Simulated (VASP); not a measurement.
# Si3BTe2 (P4/mmm) in VASP: a series of runs

Runs on Si3BTe2. Level: PBE. Tasks: single point, relaxation of cell and atoms.

All numbers are computed with VASP 6.6.1; they aren't measurements. Logs are shortened: lines on timing, memory, paths and dates and some standing lists are left out, and cuts for length are marked.

## Step 1: The cell of the first run

Symmetry: P4/mmm, No. 123, tetragonal system. The conventional cell has a = 2.991 Å, b = 2.991 Å, c = 13.384 Å, α = 90.00°, β = 90.00°, γ = 90.00°. Si (site symmetry 4mm) has 5 Si at 2.35 to 2.99 Å and 4 B at 2.42 Å within 3.1 Å. Within 3.9 Å of Si (site symmetry 4/mmm) lie 4 Si at 2.99 Å and 8 Te at 3.17 Å. B (site symmetry 4/mmm) has 8 Si at 2.42 Å and 4 B at 2.99 Å within 3.2 Å. Within 3.9 Å of Te (site symmetry 4mm) lie 4 Te at 2.99 Å and 8 Si at 3.17 to 3.80 Å.

The cell was generated, and may not be a known phase.

## Step 2: Single point, PBE

Input file INCAR:

```
SYSTEM = Si3BTe2
  ALGO = Fast
  EDIFF = 1E-7
  ENCUT = 520
  GGA = PE
  ISIF = 2
  ISMEAR = 0
  LASPH = .TRUE.
  LCHARG = .FALSE.
  LREAL = .FALSE.
  LWAVE = .FALSE.
  NBANDS = 22
  NELM = 80
  PREC = Accurate
  SIGMA = 0.1
```

Input file KPOINTS:

```
k-points
0
G
  12 12 4
  0 0 0
```

Input file POSCAR:

```
Si3BTe2
1.0
    2.9911325764      0.0000000000      0.0000000000
    0.0000000000      2.9911325764      0.0000000000
    0.0000000000      0.0000000000     13.3842160556
Si B Te
3 1 2
Direct
    0.5000000000      0.5000000000      0.0879207868
    0.5000000000      0.5000000000      0.5000000000
    0.5000000000      0.5000000000      0.9120792132
    0.0000000000      0.0000000000      0.0000000000
    0.0000000000      0.0000000000      0.3234814941
    0.0000000000      0.0000000000      0.6765185059
```

Potentials or basis: VASP PAW PBE potentials, release 64 (Si, B, Te).

Launch:

```sh
> cat potpaw_PBE.64/Si/POTCAR potpaw_PBE.64/B/POTCAR potpaw_PBE.64/Te/POTCAR > POTCAR
> mpirun -np 1 vasp_std > vasp.out
```

OUTCAR:

```text
SYSTEM = Si3BTe2
   EDIFF = 1E-7
   ENCUT = 520
   GGA = PE
   ISIF = 2
   ISMEAR = 0
   LASPH = .TRUE.
   LREAL = .FALSE.
   NELM = 80
   PREC = Accurate

 ion  position               nearest neighbor table
   1  0.500  0.500  0.088-   3 2.35   4 2.42   4 2.42   4 2.42   4 2.42
   2  0.500  0.500  0.500-   5 3.17   6 3.17   5 3.17   6 3.17   5 3.17   6 3.17   5 3.17   6 3.17

   3  0.500  0.500  0.912-   1 2.35   4 2.42   4 2.42   4 2.42   4 2.42
   4  0.000  0.000  0.000-   1 2.42   3 2.42   1 2.42   3 2.42   1 2.42   3 2.42   1 2.42   3 2.42

   5  0.000  0.000  0.323-   2 3.17   2 3.17   2 3.17   2 3.17
   6  0.000  0.000  0.677-   2 3.17   2 3.17   2 3.17   2 3.17

  LATTYP: Found a simple tetragonal cell.
 ALAT       =     2.9911325764
 C/A-ratio  =     4.4746315029

  Lattice vectors:

 A1 = (   2.9911325764,   0.0000000000,   0.0000000000)
 A2 = (   0.0000000000,   2.9911325764,   0.0000000000)
 A3 = (   0.0000000000,   0.0000000000,  13.3842160556)

Analysis of symmetry for initial positions (statically):
=====================================================================
 Subroutine PRICEL returns:
 Original cell was already a primitive cell.

 Routine SETGRP: Setting up the symmetry group for a
 simple tetragonal supercell.

 Subroutine GETGRP returns: Found 16 space group operations
 (whereof 16 operations were pure point group operations)
 out of a pool of 16 trial point group operations.

The static configuration has the point symmetry D_4h.

Analysis of symmetry for dynamics (positions and initial velocities):
=====================================================================
 Subroutine PRICEL returns:
 Original cell was already a primitive cell.

 Routine SETGRP: Setting up the symmetry group for a
 simple tetragonal supercell.

 Subroutine GETGRP returns: Found 16 space group operations
 (whereof 16 operations were pure point group operations)
 out of a pool of 16 trial point group operations.

The dynamic configuration has the point symmetry D_4h.

 Subroutine INISYM returns: Found 16 space group operations
 (whereof 16 operations are pure point group operations),
 and found     1 'primitive' translations

----------------------------------------------------------------------------------------

                                     Primitive cell

  volume of cell :     119.7469

[... 99 lines left out ...]
   NSW    =      0    number of steps for IOM
   IBRION =     -1    ionic relax: 0-MD 1-quasi-New 2-CG
   NFREE  =      0    steps in history (QN), initial steepest desc. (CG)
   ISIF   =      2    stress and relaxation
   ISYM   =      2    0-nonsym 1-usesym 2-fastsym
   POTIM  = 0.5000    time-step for ionic-motion
   TEBEG  =    0.0;   TEEND  =   0.0 temperature during run
   PSTRESS=    0.0 pullay stress
   NELECT =      27.0000    total number of electrons
   NUPDOWN=      -1.0000    fix difference up-down
   EMIN   =  10.00;   EMAX   =-10.00  energy-range for DOS
   EFERMI =   0.00;   METHOD = LEGACY
   ISMEAR =     0;   SIGMA  =   0.10  broadening in eV -4-tet -1-fermi 0-gaus
   EFERMI_NEDOS =   21; number of points for ismear=-14 and -15
   IALGO  =     68    algorithm
   IMIX   =      4    mixing-type and parameters
     AMIX     =   0.40;   BMIX     =  1.00
     AMIX_MAG =   1.60;   BMIX_MAG =  1.00
  volume/ion in A,a.u.               =      19.96       134.68
  Fermi-wavevector in a.u.,A,eV,Ry     =   0.996417  1.882956 13.508514  0.992848
  Thomas-Fermi vector in A             =   2.128504
   LORBIT       =      0    0 simple, 1 ext, 2 COOP (PROOUT), +10 PAW based schemes
   GGA     = PE    functional components
   LHFCALC =     F    Hartree Fock is set to
   AEXX    =    0.0000 exact exchange contribution
   IVDW    =     0    specifies the selected vdW correction
   LEPSILON=     F    determine dielectric tensor
   LRPA    =     F    only Hartree local field effects (RPA)
 non-spin polarized calculation
 RMM-DIIS sequential band-by-band and
 Gauss-broadening in eV      SIGMA  =   0.10
  energy-cutoff  :      520.00
  volume of cell :      119.75
 maximum number of plane-waves:      3260
 NGX is ok and might be reduce to    24
   NGX = 11   NGY = 11   NGZ = 49

 number of electron      26.9999999 magnetization

 Free energy of the ion-electron system (eV)
  ---------------------------------------------------
  ext. energy  EPLUGINS =         0.00000000
  ---------------------------------------------------
  free energy    TOTEN  =       -24.36969409 eV

  energy without entropy =      -24.35536985  energy(sigma->0) =      -24.36253197

 E-fermi :   7.5148     XC(G=0): -10.1742

 val. band max:        7.5097760906   @ k =   0.1667   0.1667   0.0000
 cond. band min:       7.5252751983   @ k =   0.2500   0.1667   0.5000
 fundamental gap:      0.0154991077
 Fermi energy:         7.5148149987

 k-point     1 :       0.0000    0.0000    0.0000
  band No.  band energies     occupation
      1      -6.9613      2.00000
      2      -6.6092      2.00000
      3      -5.5440      2.00000
      4      -1.9579      2.00000
      5      -1.1187      2.00000
      6       2.3348      2.00000
[... 589 lines left out ...]
     21      10.7873      0.00000
     22      11.4227      0.00000

 [... further k-points ...]

------------------------ aborting loop because EDIFF is reached ----------------------------------------

  FORCE on cell =-STRESS in cart. coord.  units (eV):
  Direction    XX          YY          ZZ          XY          YZ          ZX
  --------------------------------------------------------------------------------------
  -------------------------------------------------------------------------------------
  Total       -0.0258569     -0.0258569     -0.0019961      0.0000000      0.0000000      0.0000000
  in kB       -0.3459581     -0.3459581     -0.0267076      0.0000000      0.0000000      0.0000000
  external PRESSURE =      -0.2395413 kB  Pullay stress =       0.0000000 kB

 VOLUME and BASIS-vectors are now :
 -----------------------------------------------------------------------------
  energy-cutoff  :      520.00
  volume of cell :      119.75
      direct lattice vectors                 reciprocal lattice vectors
     2.991132576  0.000000000  0.000000000     0.334321524  0.000000000  0.000000000
     0.000000000  2.991132576  0.000000000     0.000000000  0.334321524  0.000000000
     0.000000000  0.000000000 13.384216056     0.000000000  0.000000000  0.074714873

 POSITION                                       TOTAL-FORCE (eV/Angst)
 -----------------------------------------------------------------------------------
      1.49557      1.49557      1.17675         0.000000     -0.000000     -0.008876
      1.49557      1.49557      6.69211         0.000000      0.000000      0.000000
      1.49557      1.49557     12.20747         0.000000     -0.000000      0.008876
      0.00000      0.00000      0.00000         0.000000      0.000000      0.000000
      0.00000      0.00000      4.32955         0.000000      0.000000     -0.000086
      0.00000      0.00000      9.05467         0.000000      0.000000      0.000086
 -----------------------------------------------------------------------------------
    total drift:                               -0.000000      0.000000      0.000000

  FREE ENERGIE OF THE ION-ELECTRON SYSTEM (eV)
  ---------------------------------------------------
  free  energy   TOTEN  =       -24.3696940895 eV

  energy  without entropy=      -24.3553698543  energy(sigma->0) =      -24.36253197
```

OSZICAR:

```text
N       E                     dE             d eps       ncg     rms          rms(c)
DAV:   1     0.768659680857E+02    0.76866E+02   -0.10280E+04  3696   0.101E+03
DAV:   2    -0.203688120867E+02   -0.97235E+02   -0.92222E+02  4708   0.151E+02
DAV:   3    -0.263898030507E+02   -0.60210E+01   -0.58462E+01  4746   0.356E+01
DAV:   4    -0.265047412674E+02   -0.11494E+00   -0.11457E+00  4486   0.555E+00
DAV:   5    -0.265072539904E+02   -0.25127E-02   -0.25122E-02  4878   0.841E-01    0.119E+01
RMM:   6    -0.278121761808E+02   -0.13049E+01   -0.39379E+00  4009   0.457E+00    0.139E+01
RMM:   7    -0.244221416979E+02    0.33900E+01   -0.12420E+00  3746   0.341E+00    0.780E+00
RMM:   8    -0.244130115841E+02    0.91301E-02   -0.19625E-01  3859   0.177E+00    0.274E+00
RMM:   9    -0.243774783389E+02    0.35533E-01   -0.34923E-02  4090   0.733E-01    0.364E-01
RMM:  10    -0.243699318617E+02    0.75465E-02   -0.13366E-02  4110   0.370E-01    0.196E-01
RMM:  11    -0.243697028094E+02    0.22905E-03   -0.32819E-03  4255   0.231E-01    0.672E-02
RMM:  12    -0.243697406802E+02   -0.37871E-04   -0.64535E-04  4288   0.110E-01    0.522E-02
RMM:  13    -0.243696967921E+02    0.43888E-04   -0.10923E-04  4297   0.531E-02    0.220E-02
RMM:  14    -0.243696961550E+02    0.63705E-06   -0.24423E-05  4479   0.244E-02    0.733E-03
RMM:  15    -0.243696944462E+02    0.17088E-05   -0.38159E-06  4381   0.103E-02    0.330E-03
RMM:  16    -0.243696940922E+02    0.35403E-06   -0.14267E-06  4096   0.541E-03    0.941E-04
RMM:  17    -0.243696940895E+02    0.27133E-08   -0.21452E-07  3181   0.222E-03
   1 F= -.24369694E+02 E0= -.24362532E+02  d E =-.143242E-01
```

Wall time 4.9 min (1 thread of Oxide Virtual Turin-like, shared host); peak memory 0.33 GiB.

What came out:

```yaml
Free_energy: -24.3697 eV
Pressure: 0.0 GPa
Largest_force: 0.009 eV/Å
Band_gap_on_the_k_mesh: zero (an odd number of electrons rules out a gap without spin polarisation)
```

Forces on the atoms (eV/Å):
```
Si   0.000  0.000 -0.009
Si   0.000  0.000  0.000
Si   0.000  0.000  0.009
B    0.000  0.000  0.000
Te   0.000  0.000  0.000
Te   0.000  0.000  0.000
```

Caveat: spin-orbit coupling is left out, which moves the levels of the heavy elements; an odd number of electrons without spin polarisation forces a metal; a magnetic or distorted state may lie lower.

## Step 3: Single point, PBE

Input file INCAR:

```
  PREC = Accurate
  ENCUT = 520
  EDIFF = 1E-7
  ISMEAR = 0
  SIGMA = 0.1
  LREAL = F
  LASPH = T
  NELM = 100
  ALGO = Fast
  ISIF = 2
  LWAVE = F
  LCHARG = F
  GGA = PE
  NBANDS = 22
```

Input file KPOINTS:

```
Automatic mesh
0
Gamma
  12 12 4
```

POSCAR is that of step 2.

Potentials or basis: VASP PAW PBE potentials, release 64 (Si, B, Te).

Launch:

```sh
> cat potpaw_PBE.64/Si/POTCAR potpaw_PBE.64/B/POTCAR potpaw_PBE.64/Te/POTCAR > POTCAR
> mpirun -np 1 vasp_std > vasp.out
```

Wall time 4.6 min (1 thread of Oxide Virtual Turin-like, shared host); peak memory 0.34 GiB.

Results (log left out):

| Quantity | Value |
| --- | --- |
| Free energy | -24.3697 eV |
| Pressure | 0.0 GPa |
| Largest force | 0.009 eV/Å |
| Band gap on the k mesh | zero (an odd number of electrons rules out a gap without spin polarisation) |

Forces on the atoms (eV/Å):
```
Si   0.000  0.000 -0.009
Si   0.000  0.000  0.000
Si   0.000  0.000  0.009
B    0.000  0.000  0.000
Te   0.000  0.000  0.000
Te   0.000  0.000  0.000
```

Levels at points of the mesh, in eV from the Fermi level:
```tsv
k point	band 11	band 12	band 13	band 14	band 15	band 16
(0.00, 0.00, 0.00)	0.78	1.84	1.84	2.37	2.37	2.64
(0.50, 0.00, 0.00)	-2.13	-1.27	0.29	0.31	2.59	3.35
(0.50, 0.50, 0.00)	-4.56	-2.08	-1.20	-1.20	-1.03	-0.53
(0.00, 0.00, 0.50)	1.83	1.83	2.08	2.39	2.39	2.64
(0.50, 0.00, 0.50)	-2.54	-1.68	0.85	0.92	2.57	2.59
(0.50, 0.50, 0.50)	-4.56	-2.07	-1.30	-1.30	-1.18	-0.40
```

Caveat: spin-orbit coupling is left out, which moves the levels of the heavy elements; an odd number of electrons without spin polarisation forces a metal; a magnetic or distorted state may lie lower.

## Step 4: Relaxation of cell and atoms, PBE

This run uses another cell than the first one, of 24.59 Å³/atom.

Input file INCAR:

```
SYSTEM = Si3BTe2
PREC     = Accurate       ! precision mode
ENCUT    = 600            ! plane-wave cutoff, eV
EDIFF    = 1E-6           ! SCF threshold, eV
ISMEAR   = 0              ! smearing method
SIGMA    = 0.1            ! smearing width, eV
LREAL    = .False.        ! projectors in reciprocal space
LASPH    = .True.         ! aspherical terms in the spheres
NELM     = 100            ! most SCF steps
ALGO     = Normal         ! electronic algorithm
ISIF     = 3              ! what is computed and relaxed
LWAVE    = .False.        ! write WAVECAR
LCHARG   = .False.        ! write CHGCAR
GGA      = PE             ! functional
IBRION   = 2              ! ionic algorithm
NSW      = 90             ! ionic steps
EDIFFG   = -0.04          ! ionic threshold
```

Input file KPOINTS:

```
regular mesh
0
Gamma
  6 6 2
  0 0 0
```

Input file POSCAR:

```
Si3BTe2
1.0
    3.5985582700      0.0000000000      0.0000000000
    0.0000000000      3.5985582700      0.0000000000
    0.0000000000      0.0000000000     11.3948840700
Si B Te
3 1 2
Direct
    0.5000000000      0.5000000000      0.1787200000
    0.5000000000      0.5000000000      0.5000000000
    0.5000000000      0.5000000000      0.8212800000
    0.0000000000      0.0000000000      0.0000000000
    0.0000000000      0.0000000000      0.3334420000
    0.0000000000      0.0000000000      0.6665580000
```

Launch:

```sh
> cat potpaw_PBE.64/Si/POTCAR potpaw_PBE.64/B/POTCAR potpaw_PBE.64/Te/POTCAR > POTCAR
> mpirun -np 1 vasp_std > vasp.out
```

Run time: 24 min. Hardware: 1 thread of Oxide Virtual Turin-like, shared host; peak memory 0.3 GiB.

Results (log left out):

- Free energy: -23.7382 eV
- Relaxed volume: 18.20 Å³/atom
- Relaxed cell: a = 3.331 Å, b = 3.331 Å, c = 9.842 Å, α = 90.00°, β = 90.00°, γ = 90.00°
- Space group after relaxing (to 0.1 Å): P4/mmm (No. 123)
- Energy gained by relaxing: 441.2 meV/atom
- Ionic steps: 29
- Pressure after relaxing: -0.1 GPa
- Largest force after relaxing: 0.007 eV/Å

Forces on the atoms (eV/Å):
```
Si   0.000  0.000 -0.005
Si   0.000  0.000  0.000
Si   0.000  0.000  0.005
B    0.000  0.000  0.000
Te   0.000  0.000 -0.007
Te   0.000  0.000  0.007
```

Stress tensor (GPa, compression positive):
```
-0.21  0.00  0.00
 0.00 -0.21  0.00
 0.00  0.00  0.19
```

Step by step:
```
step  energy change (eV)  largest force (eV/Å)  pressure (GPa)  volume (Å³)
   1              0.0000                0.3217           -7.37       147.56
   2             -0.7709                0.9544           -1.55       124.66
   3             -0.8100                1.1433            0.66       119.54
   4             -1.0307                1.1700            0.62       117.62
   5             -1.7057                1.5137            0.84       111.63
   6              0.1931               11.0027           20.80        98.56
   7             -1.6297                1.5400            2.01       110.39
   8             -2.0749                0.9565            5.07       104.62
   9             -2.1911                0.5490            2.37       108.99
  10             -2.1960                0.2609            2.68       108.26
  11             -2.3086                0.2662           -0.41       111.93
  12             -2.3262                0.4597           -1.95       114.02
  13             -2.3822                0.5368           -1.53       113.07
  14             -2.5640                0.7414           -0.69       109.93
  15             -2.5056                0.6556            5.29       102.47
  16             -2.5735                0.6362            1.34       106.51
  17             -2.5965                0.6126            0.39       107.85
  18             -2.5975                0.5482           -0.14       108.91
  19             -2.6028                0.5760            0.16       108.35
  20             -2.6285                0.1985            0.57       108.08
  21             -2.6298                0.1756            0.47       108.13
  22             -2.6342                0.1365           -0.32       109.22
  23             -2.6344                0.1302           -0.47       109.43
  24             -2.6384                0.1033           -0.29       109.15
  25             -2.6433                0.0446            0.41       108.31
  26             -2.6452                0.0871            0.20       108.61
  27             -2.6456                0.1369            0.07       108.81
  28             -2.6468                0.0630           -0.02       109.04
  29             -2.6470                0.0066           -0.08       109.20
```

Final structure:
```xyz
6
Lattice="3.3310 0.0000 0.0000 0.0000 3.3310 0.0000 0.0000 0.0000 9.8417" Properties=species:S:1:pos:R:3 pbc="T T T"
Si    1.6655    1.6655    1.1409
Si    1.6655    1.6655    4.9209
Si    1.6655    1.6655    8.7008
B     3.3310    0.0000    9.8417
Te    0.0000    0.0000    3.1372
Te    0.0000    0.0000    6.7046
```

Levels at points of the mesh, in eV from the Fermi level:
| k point | band 9 | band 10 | band 11 | band 12 | band 13 | band 14 | band 15 | band 16 | band 17 |
| --- | --- | --- | --- | --- | --- | --- | --- | --- | --- |
| (0.00, 0.00, 0.00) | -1.36 | -0.58 | -0.53 | -0.53 | -0.26 | -0.26 | 1.16 | 2.35 | 3.00 |
| (0.50, 0.00, 0.00) | -3.96 | -3.94 | 0.66 | 1.13 | 1.53 | 1.66 | 1.89 | 2.08 | 2.46 |
| (0.50, 0.50, 0.00) | -5.09 | -4.75 | -4.75 | -4.41 | -2.22 | -1.95 | -1.13 | -0.55 | -0.10 |
| (0.00, 0.00, 0.50) | -1.35 | -1.35 | -0.92 | 0.16 | 0.53 | 0.53 | 1.07 | 2.04 | 2.87 |
| (0.50, 0.00, 0.50) | -1.70 | -1.38 | -1.04 | -0.76 | 0.85 | 1.07 | 2.14 | 2.21 | 2.63 |
| (0.50, 0.50, 0.50) | -5.12 | -3.99 | -3.83 | -3.83 | -3.59 | -2.31 | -1.78 | -1.78 | 0.13 |

Caveat: the volume moved by over 15 % at a fixed basis, so the end points are rough; the highest band is partly filled, so the run has too few bands; spin-orbit coupling is left out, which moves the levels of the heavy elements.
